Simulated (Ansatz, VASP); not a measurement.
# Cd: VASP beside Ansatz

```
Cd
1.0
    -1.78432    1.78432    1.78432
     1.78432   -1.78432    1.78432
     1.78432    1.78432   -1.78432
Cd
1
Cartesian
  0.0000 0.0000 0.0000
```

Alike in both runs: task single point; functional PBE; k mesh 14 × 14 × 14; occupations gaussian, width 0.05 eV; no spin polarisation.

```csv
,VASP,Ansatz
version,VASP 6.6.1,Ansatz 0.2.0
potentials or method,"VASP PAW PBE potentials, release 64 (Cd), cutoff 520 eV","scalar-relativistic, plane waves, PAW"
valence electrons in the cell,12,20
```

Ansatz gave:

| Quantity | Value |
| --- | --- |
| gap on the k mesh at the Fermi level (eV) | none |
| pressure (GPa) | 1.1 |

Q: What did VASP give for the same quantities?

A: gap on the k mesh at the Fermi level (eV): none; pressure (GPa): 1.3.

A gap of «none» marks a metal or a gap that the smearing closes. With one functional, cell and mesh, what is left measures potentials, basis and numerics. VASP's potentials hold 12 valence electrons a cell and Ansatz's 20, so a difference there can come from the potentials and not from the codes.
